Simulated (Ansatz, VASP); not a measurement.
# KScS2 in VASP and in Ansatz

File POSCAR:

```
KScS2
1.0
    4.0352596431      0.0000000000      0.0000000000
    0.0000000000      4.0352596431      0.0000000000
    0.0000000000      0.0000000000      5.4654928312
K S Sc
1 2 1
Direct
    0.0000000000      0.0000000000      0.0000000000
    0.0000000000      0.0000000000      0.5000000000
    0.5000000000      0.5000000000      0.0000000000
    0.5000000000      0.5000000000      0.5000000000
```

The input INCAR.step1:

```
PREC = Accurate
ENCUT = 520
ISMEAR = -1
SIGMA = 0.02
LREAL = F
LASPH = T
NELM = 80
NBANDS = 24
GGA = PE
ALGO = Normal
EDIFF = 1E-4
LWAVE = T
LCHARG = F
```

INCAR.step2

```
PREC = Accurate
ENCUT = 520
EDIFF = 1E-7
ISMEAR = -1
SIGMA = 0.02
LREAL = F
LASPH = T
NELM = 80
ALGO = Normal
ISIF = 2
LWAVE = F
LCHARG = F
METAGGA = R2SCAN
LMIXTAU = T
NBANDS = 24
ISTART = 1
```

File KPOINTS:

```
Automatic mesh
0
Gamma
  6 6 4
```

Input for Ansatz:

```yaml
crystal:
  lattice:
    - [4.0352596431, 0.0, 0.0]
    - [0.0, 4.0352596431, 0.0]
    - [0.0, 0.0, 5.4654928312]
  atoms:
    - { symbol: K, position: [0.0, 0.0, 0.0] }
    - { symbol: S, position: [0.0, 0.0, 0.5] }
    - { symbol: Sc, position: [0.5, 0.5, 0.5] }
    - { symbol: S, position: [0.5, 0.5, 0.0] }
kpoints:
  mp_grid: { grid: [6, 6, 4] }
hamiltonian:
  xc: r2scan
scf:
  occupations: { method: fermi_dirac, width: 0.02 }
  n_extra_bands: 5
output:
  forces: true
  stress: true
  eigenvalues: true
```

Alike in both runs: task single point; functional r2SCAN; k mesh 6 × 6 × 4; occupations fermi-dirac, width 0.02 eV; no spin polarisation.

```csv
,VASP,Ansatz
version,VASP 6.6.1,Ansatz 0.2.0
potentials or method,"VASP PAW PBE potentials, release 64 (K_sv, S, Sc_sv)","plane waves, PAW"
plane-wave cutoff (eV),520,500
valence electrons in the cell,32,32
```

|  | VASP | Ansatz | Ansatz less VASP |
| --- | --- | --- | --- |
| pressure (GPa) | 0.2 | 0.0 | -0.24 |

VASP's potentials were made for PBE, not for r2SCAN. With one functional, cell and mesh, what is left measures potentials, basis and numerics.
